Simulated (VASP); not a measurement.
# Si (Im-3m) in VASP: further runs

Runs on Si. Level: RPBE. Tasks: single point.

All numbers are computed with VASP 6.6.1; they aren't measurements. Logs are shortened: lines on timing, memory, paths and dates and some standing lists are left out, and cuts for length are marked.

## 1. The cell of the first run

The structure is cubic, space group Im-3m (No. 229). Conventional cell: a = 3.008 Å, b = 3.008 Å, c = 3.008 Å, α = 90.00°, β = 90.00°, γ = 90.00°. Within 3.4 Å of Si (site symmetry m-3m) lie 14 Si at 2.61 to 3.01 Å.

## 2. Single point, RPBE (volume scaled by 0.92)

The input, INCAR:

```
SYSTEM = Si
ALGO     = Normal         ! electronic algorithm
EDIFF    = 1E-6           ! SCF threshold, eV
ENCUT    = 520            ! plane-wave cutoff, eV
GGA      = RP             ! functional
ISIF     = 2              ! what is computed and relaxed
ISMEAR   = -1             ! smearing method
LASPH    = .TRUE.         ! aspherical terms in the spheres
LCHARG   = .FALSE.        ! write CHGCAR
LREAL    = .FALSE.        ! projectors in reciprocal space
LWAVE    = .FALSE.        ! write WAVECAR
NBANDS   = 8              ! bands
NELM     = 80             ! most SCF steps
PREC     = Accurate       ! precision mode
SIGMA    = 0.1            ! smearing width, eV
```

The input, KPOINTS:

```
k-points
0
G
  16 16 16
  0 0 0
```

The input, POSCAR:

```
Si
1.0
   -1.5041821828      1.5041821828      1.5041821828
    1.5041821828     -1.5041821828      1.5041821828
    1.5041821828      1.5041821828     -1.5041821828
Si
1
Direct
    0.0000000000      0.0000000000      0.0000000000
```

Potentials or basis: VASP PAW PBE potentials, release 64 (Si).

Launch:

```bash
$ cat potpaw_PBE.64/Si/POTCAR > POTCAR
$ mpirun -np 1 vasp_std > vasp.out
```

OUTCAR:

```text
SYSTEM = Si
   EDIFF = 1E-6
   ENCUT = 520
   GGA = RP
   ISIF = 2
   ISMEAR = -1
   LASPH = .TRUE.
   LREAL = .FALSE.
   NELM = 80
   PREC = Accurate

 ion  position               nearest neighbor table
   1  0.000  0.000  0.000-

  LATTYP: Found a body centered cubic cell.
 ALAT       =     3.0083643656

  Lattice vectors:

 A1 = (  -1.5041821828,   1.5041821828,   1.5041821828)
 A2 = (   1.5041821828,  -1.5041821828,   1.5041821828)
 A3 = (   1.5041821828,   1.5041821828,  -1.5041821828)

Analysis of symmetry for initial positions (statically):
=====================================================================
 Subroutine PRICEL returns:
 Original cell was already a primitive cell.

 Routine SETGRP: Setting up the symmetry group for a
 body centered cubic supercell.

 Subroutine GETGRP returns: Found 48 space group operations
 (whereof 48 operations were pure point group operations)
 out of a pool of 48 trial point group operations.

The static configuration has the point symmetry O_h .

Analysis of symmetry for dynamics (positions and initial velocities):
=====================================================================
 Subroutine PRICEL returns:
 Original cell was already a primitive cell.

 Routine SETGRP: Setting up the symmetry group for a
 body centered cubic supercell.

 Subroutine GETGRP returns: Found 48 space group operations
 (whereof 48 operations were pure point group operations)
 out of a pool of 48 trial point group operations.

The dynamic configuration has the point symmetry O_h .

 Subroutine INISYM returns: Found 48 space group operations
 (whereof 48 operations are pure point group operations),
 and found     1 'primitive' translations

----------------------------------------------------------------------------------------

                                     Primitive cell

  volume of cell :      13.6132

  direct lattice vectors                    reciprocal lattice vectors
    -1.504182183  1.504182183  1.504182183     0.000000000  0.332406543  0.332406543
     1.504182183 -1.504182183  1.504182183     0.332406543  0.000000000  0.332406543
     1.504182183  1.504182183 -1.504182183     0.332406543  0.332406543  0.000000000

  length of vectors
     2.605319964  2.605319964  2.605319964     0.470093842  0.470093842  0.470093842

  position of ions in fractional coordinates (direct lattice)
     0.000000000  0.000000000  0.000000000

  ion indices of the primitive-cell ions
   primitive index   ion index
                 1           1

----------------------------------------------------------------------------------------

 KPOINTS: k-points

Automatic generation of k-mesh.
 Grid dimensions read from file:
 generate k-points for:   16   16   16

 Generating k-lattice:

  Cartesian coordinates                     Fractional coordinates (reciprocal lattice)
     0.000000000  0.020775409  0.020775409     0.062500000  0.000000000  0.000000000
     0.020775409  0.000000000  0.020775409     0.000000000  0.062500000  0.000000000
     0.020775409  0.020775409  0.000000000     0.000000000  0.000000000  0.062500000

  Length of vectors
     0.029380865  0.029380865  0.029380865

  Shift w.r.t. Gamma in fractional coordinates (k-lattice)
     0.000000000  0.000000000  0.000000000

 Subroutine IBZKPT returns following result:
 ===========================================

 Found    145 irreducible k-points:

 Following reciprocal coordinates:
            Coordinates               Weight
  0.000000  0.000000  0.000000      1.000000
  0.062500  0.000000  0.000000     12.000000
  0.125000  0.000000  0.000000     12.000000
  0.187500  0.000000  0.000000     12.000000
  0.250000  0.000000  0.000000     12.000000
  0.312500  0.000000  0.000000     12.000000
[... 16 lines left out ...]
  0.187500  0.187500  0.000000     24.000000
  0.250000  0.187500 -0.000000     48.000000
 [... further k-points ...]
   k-points           NKPTS =    145   k-points in BZ     NKDIM =    145   number of bands    NBANDS=      8
   number of dos      NEDOS =    301   number of ions     NIONS =      1
   total plane-waves  NPLWV =   8000
   dimension x,y,z NGX =    20 NGY =   20 NGZ =   20
   dimension x,y,z NGXF=    40 NGYF=   40 NGZF=   40
   ions per type =               1
   NGX,Y,Z   is equivalent  to a cutoff of  12.76, 12.76, 12.76 a.u.
   NGXF,Y,Z  is equivalent  to a cutoff of  25.52, 25.52, 25.52 a.u.
 SYSTEM =  Si
   PREC   = accura    normal or accurate (medium, high low for compatibility)
   ISTART =      0    job   : 0-new  1-cont  2-samecut
   ICHARG =      2    charge: 1-file 2-atom 10-const
   ISPIN  =      1    spin polarized calculation?
   LNONCOLLINEAR =      F non collinear calculations
   LSORBIT =      F    spin-orbit coupling
   LASPH  =      T    aspherical Exc in radial PAW
   ENCUT  =  520.0 eV  38.22 Ry    6.18 a.u.   4.84  4.84  4.84*2*pi/ulx,y,z
   NELM   =     80;   NELMIN=  2; NELMDL= -5     # of ELM steps
   EDIFF  = 0.1E-05   stopping-criterion for ELM
   LREAL  =      F    real-space projection
   EDIFFG = 0.1E-04   stopping-criterion for IOM
   NSW    =      0    number of steps for IOM
   IBRION =     -1    ionic relax: 0-MD 1-quasi-New 2-CG
   NFREE  =      0    steps in history (QN), initial steepest desc. (CG)
   ISIF   =      2    stress and relaxation
   ISYM   =      2    0-nonsym 1-usesym 2-fastsym
   POTIM  = 0.5000    time-step for ionic-motion
   TEBEG  =    0.0;   TEEND  =   0.0 temperature during run
   PSTRESS=    0.0 pullay stress
   NELECT =       4.0000    total number of electrons
   NUPDOWN=      -1.0000    fix difference up-down
   EMIN   =  10.00;   EMAX   =-10.00  energy-range for DOS
   EFERMI =   0.00;   METHOD = LEGACY
   ISMEAR =    -1;   SIGMA  =   0.10  broadening in eV -4-tet -1-fermi 0-gaus
   EFERMI_NEDOS =   21; number of points for ismear=-14 and -15
   IALGO  =     38    algorithm
   IMIX   =      4    mixing-type and parameters
     AMIX     =   0.40;   BMIX     =  1.00
     AMIX_MAG =   1.60;   BMIX_MAG =  1.00
  volume/ion in A,a.u.               =      13.61        91.87
  Fermi-wavevector in a.u.,A,eV,Ry     =   1.088365  2.056711 16.116610  1.184537
  Thomas-Fermi vector in A             =   2.224544
   LORBIT       =      0    0 simple, 1 ext, 2 COOP (PROOUT), +10 PAW based schemes
   GGA     = RP    functional components
   LHFCALC =     F    Hartree Fock is set to
   AEXX    =    0.0000 exact exchange contribution
   IVDW    =     0    specifies the selected vdW correction
   LEPSILON=     F    determine dielectric tensor
   LRPA    =     F    only Hartree local field effects (RPA)
 non-spin polarized calculation
  energy-cutoff  :      520.00
  volume of cell :       13.61
 maximum number of plane-waves:       378
   NGX =  9   NGY =  9   NGZ =  9

 number of electron       4.0000000 magnetization

 Free energy of the ion-electron system (eV)
  ---------------------------------------------------
  ext. energy  EPLUGINS =         0.00000000
  ---------------------------------------------------
  free energy    TOTEN  =        -4.58511608 eV

  energy without entropy =       -4.56777832  energy(sigma->0) =       -4.57644720

 E-fermi :  10.9398     XC(G=0): -11.4336

 val. band max:       10.9344309221   @ k =   0.1875   0.1875   0.1250
 cond. band min:      10.9415626518   @ k =   0.2500   0.0625   0.0625
 fundamental gap:      0.0071317297
 Fermi energy:        10.9397812104

 k-point     1 :       0.0000    0.0000    0.0000
  band No.  band energies     occupation
      1      -3.9483      2.00000
      2      23.4115      0.00000
      3      23.4115      0.00000
      4      23.4115      0.00000
      5      23.7457      0.00000
      6      23.7457      0.00000
      7      23.7457      0.00000
      8      27.6108      0.00000

 k-point     2 :       0.0625    0.0000    0.0000
  band No.  band energies     occupation
      1      -3.8226      2.00000
      2      21.5246      0.00000
      3      22.0014      0.00000
      4      23.1927      0.00000
      5      23.3221      0.00000
      6      24.8490      0.00000
      7      25.3642      0.00000
      8      26.7101      0.00000

 k-point     3 :       0.1250    0.0000    0.0000
  band No.  band energies     occupation
      1      -3.4459      2.00000
      2      18.9138      0.00000
      3      20.6476      0.00000
      4      22.3732      0.00000
      5      22.6095      0.00000
      6      24.7435      0.00000
      7      26.5735      0.00000
      8      27.3400      0.00000

 k-point     4 :       0.1875    0.0000    0.0000
  band No.  band energies     occupation
      1      -2.8197      2.00000
      2      16.1099      0.00000
      3      19.5022      0.00000
      4      21.3202      0.00000
      5      21.8526      0.00000
      6      23.8149      0.00000
      7      27.4344      0.00000
      8      27.7461      0.00000

 k-point     5 :       0.2500    0.0000    0.0000
  band No.  band energies     occupation
      1      -1.9461      2.00000
      2      13.3419      0.00000
      3      18.5668      0.00000
      4      20.3618      0.00000
      5      21.1016      0.00000
      6      22.9552      0.00000
      7      28.3314      0.00000
      8      28.4780      0.00000
[... 177 lines left out ...]
 k-point    22 :       0.4375    0.1250   -0.0000
  band No.  band energies     occupation
      1       4.2708      2.00000
      2       4.3462      2.00000
      3      13.6194      0.00000
      4      17.1978      0.00000
      5      21.6570      0.00000
      6      24.6765      0.00000
      7      30.3201      0.00000
      8      30.9979      0.00000

 k-point    23 :       0.1875    0.1875    0.0000
  band No.  band energies     occupation
      1      -0.5808      2.00000
      2      12.7303      0.00000
      3      12.7952      0.00000
      4      18.0816      0.00000
      5      23.7294      0.00000
      6      24.3492      0.00000
      7      28.8138      0.00000
      8      29.7148      0.00000

 k-point    24 :       0.2500    0.1875   -0.0000
  band No.  band energies     occupation
      1       0.6527      2.00000
      2      10.2387      1.99820
      3      12.0754      0.00002
      4      17.4577      0.00000
      5      23.4560      0.00000
      6      24.9863      0.00000
      7      28.9343      0.00000
      8      31.1100      0.00000

 [... further k-points ...]
[... 5 lines left out ...]
  --------------------------------------------------------------------------------------
  -------------------------------------------------------------------------------------
  Total        0.7545481      0.7545481      0.7545481     -0.0000000      0.0000000     -0.0000000
  in kB       88.8047535     88.8047535     88.8047535     -0.0000000      0.0000000     -0.0000000
  external PRESSURE =      88.8047535 kB  Pullay stress =       0.0000000 kB

 VOLUME and BASIS-vectors are now :
 -----------------------------------------------------------------------------
  energy-cutoff  :      520.00
  volume of cell :       13.61
      direct lattice vectors                 reciprocal lattice vectors
    -1.504182183  1.504182183  1.504182183     0.000000000  0.332406543  0.332406543
     1.504182183 -1.504182183  1.504182183     0.332406543  0.000000000  0.332406543
     1.504182183  1.504182183 -1.504182183     0.332406543  0.332406543  0.000000000

 POSITION                                       TOTAL-FORCE (eV/Angst)
 -----------------------------------------------------------------------------------
      0.00000      0.00000      0.00000         0.000000     -0.000000      0.000000
 -----------------------------------------------------------------------------------
    total drift:                                0.000000      0.000000     -0.000000

  FREE ENERGIE OF THE ION-ELECTRON SYSTEM (eV)
  ---------------------------------------------------
  free  energy   TOTEN  =        -4.5851160829 eV

  energy  without entropy=       -4.5677783177  energy(sigma->0) =       -4.57644720
```

It took 4.3 s on 1 thread of Intel Xeon 6975P-C (Granite Rapids), shared host; peak memory 0.12 GiB.

Results:

```
Free energy            : -4.5851 eV
Pressure               : 8.9 GPa
Band gap on the k mesh : zero (band 2 reaches 23.41 eV, above the bottom of band 3 at 6.60 eV)
```

Caveat: the PAW data sets were made with another functional, which shifts forces and pressure a little.

## 3. Single point, RPBE (volume scaled by 0.96)

The input, INCAR:

```
SYSTEM = Si
PREC = Accurate
ENCUT = 520
EDIFF = 1E-7
ISMEAR = -1
SIGMA = 0.1
LREAL = .FALSE.
LASPH = .TRUE.
NELM = 80
ALGO = Normal
ISIF = 2
LWAVE = .FALSE.
LCHARG = .FALSE.
GGA = RP
NBANDS = 8
```

The input, KPOINTS:

```
regular mesh
0
G
  16 16 16
  0 0 0
```

The input, POSCAR:

```
Si
1.0
   -1.5256734033      1.5256734033      1.5256734033
    1.5256734033     -1.5256734033      1.5256734033
    1.5256734033      1.5256734033     -1.5256734033
Si
1
Direct
    0.0000000000      0.0000000000      0.0000000000
```

Potentials or basis: VASP PAW PBE potentials, release 64 (Si).

Launch:

```bash
$ cat potpaw_PBE.64/Si/POTCAR > POTCAR
$ mpirun -np 1 vasp_std > vasp.out
```

OUTCAR:

```text
SYSTEM = Si
   PREC = Accurate
   ENCUT = 520
   EDIFF = 1E-7
   ISMEAR = -1
   LREAL = .FALSE.
   LASPH = .TRUE.
   NELM = 80
   ISIF = 2
   GGA = RP

 ion  position               nearest neighbor table
   1  0.000  0.000  0.000-

  LATTYP: Found a body centered cubic cell.
 ALAT       =     3.0513468066

  Lattice vectors:

 A1 = (  -1.5256734033,   1.5256734033,   1.5256734033)
 A2 = (   1.5256734033,  -1.5256734033,   1.5256734033)
 A3 = (   1.5256734033,   1.5256734033,  -1.5256734033)

Analysis of symmetry for initial positions (statically):
=====================================================================
 Subroutine PRICEL returns:
 Original cell was already a primitive cell.

 Routine SETGRP: Setting up the symmetry group for a
 body centered cubic supercell.

 Subroutine GETGRP returns: Found 48 space group operations
 (whereof 48 operations were pure point group operations)
 out of a pool of 48 trial point group operations.

The static configuration has the point symmetry O_h .

Analysis of symmetry for dynamics (positions and initial velocities):
=====================================================================
 Subroutine PRICEL returns:
[... 151 lines left out ...]

  energy without entropy =       -4.59095709  energy(sigma->0) =       -4.59967926

 E-fermi :  10.3565     XC(G=0): -11.2598

 val. band max:       10.3549441552   @ k =   0.2500   0.0625   0.0625
 cond. band min:      10.3933314365   @ k =  -0.3750   0.5000   0.1250
 fundamental gap:      0.0383872814
 Fermi energy:        10.3565032700

 k-point     1 :       0.0000    0.0000    0.0000
  band No.  band energies     occupation
      1      -4.1249      2.00000
      2      22.2464      0.00000
      3      22.2464      0.00000
      4      22.2464      0.00000
      5      22.9727      0.00000
      6      22.9727      0.00000
      7      22.9727      0.00000
      8      26.7412      0.00000
[... 243 lines left out ...]
 k-point    24 :       0.2500    0.1875    0.0000
  band No.  band energies     occupation
      1       0.3467      2.00000
      2       9.6697      1.99792
      3      11.4634      0.00003
      4      16.6936      0.00000
      5      22.5213      0.00000
      6      24.0654      0.00000
      7      27.9028      0.00000
      8      30.0345      0.00000

 [... further k-points ...]
[... 5 lines left out ...]
  --------------------------------------------------------------------------------------
  -------------------------------------------------------------------------------------
  Total        0.3427537      0.3427537      0.3427537     -0.0000000     -0.0000000      0.0000000
  in kB       38.6587722     38.6587722     38.6587722     -0.0000000     -0.0000000      0.0000000
  external PRESSURE =      38.6587722 kB  Pullay stress =       0.0000000 kB

 VOLUME and BASIS-vectors are now :
 -----------------------------------------------------------------------------
  energy-cutoff  :      520.00
  volume of cell :       14.21
      direct lattice vectors                 reciprocal lattice vectors
    -1.525673403  1.525673403  1.525673403     0.000000000  0.327724137  0.327724137
     1.525673403 -1.525673403  1.525673403     0.327724137  0.000000000  0.327724137
     1.525673403  1.525673403 -1.525673403     0.327724137  0.327724137  0.000000000

 POSITION                                       TOTAL-FORCE (eV/Angst)
 -----------------------------------------------------------------------------------
      0.00000      0.00000      0.00000        -0.000000      0.000000     -0.000000
 -----------------------------------------------------------------------------------
    total drift:                                0.000000      0.000000     -0.000000

  FREE ENERGIE OF THE ION-ELECTRON SYSTEM (eV)
  ---------------------------------------------------
  free  energy   TOTEN  =        -4.6084014334 eV

  energy  without entropy=       -4.5909570867  energy(sigma->0) =       -4.59967926
```

stdout:

```text
POSCAR found type information on POSCAR Si
 POSCAR found :  1 types and       1 ions
 scaLAPACK will be used
 -----------------------------------------------------------------------------
|                                                                             |
|                                                                             |
|     You enforced a specific xc type in the INCAR file but a different       |
|     I HOPE YOU KNOW WHAT YOU ARE DOING!                                     |
|                                                                             |
 -----------------------------------------------------------------------------

 LDA part: xc-table for (Slater+PW92), standard interpolation
 POSCAR, INCAR and KPOINTS ok, starting setup
 FFT: planning ... GRIDC
 FFT: planning ... GRID_SOFT
 FFT: planning ... GRID
 WAVECAR not read
 entering main loop
```

Wall time 4.9 s (1 thread of Intel Xeon 6975P-C (Granite Rapids), shared host); peak memory 0.12 GiB.

Results:

* Free energy: -4.6084 eV
* Pressure: 3.9 GPa
* Band gap on the k mesh: zero (band 2 reaches 22.25 eV, above the bottom of band 3 at 6.22 eV)

Levels at points of the mesh, in eV from the Fermi level:
| k point | band 1 | band 2 | band 3 | band 4 | band 5 | band 6 |
| --- | --- | --- | --- | --- | --- | --- |
| (0.00, 0.00, 0.00) | -14.48 | 11.89 | 11.89 | 11.89 | 12.62 | 12.62 |
| (0.50, 0.00, 0.00) | -6.93 | -6.68 | 5.71 | 7.58 | 8.36 | 10.07 |
| (0.50, 0.50, 0.50) | -0.48 | -0.48 | -0.48 | 1.57 | 2.22 | 2.22 |

Caveat: the PAW data sets were made with another functional, which shifts forces and pressure a little.
